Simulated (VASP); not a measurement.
# Hf12H (a cell with a defect): single point with PBEsol

The system is Hf12H (a cell with a defect).

```
Hf H
1.0
     6.40000    0.00000    0.00000
    -4.80000    8.31384    0.00000
     0.00000    0.00000    5.06240
Hf H
12 1
Direct
  0.01709 0.00666 0.00863
  0.17017 0.20217 0.50672
  0.01106 0.33223 0.97999
  0.16984 0.57148 0.49451
  0.99953 0.67137 0.01021
  0.17790 0.89641 0.51116
  0.48648 0.99710 0.01896
  0.64728 0.21348 0.54006
  0.50505 0.33650 0.99350
  0.66409 0.57237 0.53694
  0.48612 0.66320 0.00275
  0.65488 0.89186 0.53787
  0.73263 0.40182 0.34648
```

* Program: VASP 6.6.1
* Task: single point
* Functional: PBEsol
* Potentials or basis: VASP PAW PBE potentials, release 64 (Hf_pv, H)
* Cutoff: 520 eV
* k mesh: 2 × 2 × 2
* Occupations: fermi-dirac, width 0.1 eV
* Spin: no spin polarisation
* Dipole correction: no
* Further INCAR settings: ALGO = Normal; EDIFF = 1e-06; NBANDS = 72

```yaml
Pressure: -2.1 GPa
Largest_force: 1.768 eV/Å
Band_gap_on_the_k_mesh: zero (an odd number of electrons rules out a gap without spin polarisation)
```

Forces on the atoms (eV/Å):
```
Hf  -0.428 -0.428 -0.194
Hf  -1.112  1.368 -0.138
Hf   0.269 -0.261  0.147
Hf   0.223 -0.793  0.477
Hf   0.047  0.300 -0.335
Hf  -0.358 -0.719  0.185
Hf   0.571  0.193  0.300
Hf   0.897 -0.484 -0.375
Hf  -0.304 -0.209  1.208
Hf   0.082 -0.600 -0.768
Hf  -0.053  0.363  0.648
Hf   0.331  0.198 -0.399
H   -0.166  1.073 -0.755
```

Stress tensor (GPa, compression positive):
```
-3.52 -0.67 -0.81
-0.67 -2.32 -0.78
-0.81 -0.78 -0.40
```

Levels at points of the mesh, in eV from the Fermi level:
| k point | band 58 | band 59 | band 60 | band 61 | band 62 | band 63 |
| --- | --- | --- | --- | --- | --- | --- |
| (0.00, 0.00, 0.00) | -0.37 | 0.16 | 0.20 | 0.56 | 0.61 | 0.70 |
| (0.50, 0.00, 0.00) | -0.67 | -0.43 | -0.34 | 0.17 | 0.21 | 0.35 |
| (0.00, 0.50, 0.00) | -0.24 | -0.01 | 0.17 | 0.25 | 0.43 | 0.57 |
| (0.50, 0.50, 0.00) | -0.60 | -0.51 | -0.27 | 0.00 | 0.23 | 0.49 |
| (0.00, 0.00, 0.50) | -0.42 | -0.31 | -0.04 | 0.02 | 0.22 | 0.29 |
| (0.50, 0.00, 0.50) | -0.57 | -0.52 | -0.29 | -0.20 | -0.17 | -0.12 |
| (0.00, 0.50, 0.50) | -0.50 | -0.30 | -0.14 | -0.03 | 0.17 | 0.26 |
| (0.50, 0.50, 0.50) | -0.46 | -0.33 | -0.32 | -0.26 | -0.13 | 0.06 |

Run time: 5.4 min on 1 thread of Intel Xeon 8259CL (shared host), peak memory 0.41 GiB.

Caveat: the k points lie up to 0.62 Å⁻¹ apart, too coarse for converged energies and pressures of a metal; the PAW data sets were made with another functional, which shifts forces and pressure a little; spin-orbit coupling is left out, which moves the levels of the heavy elements.
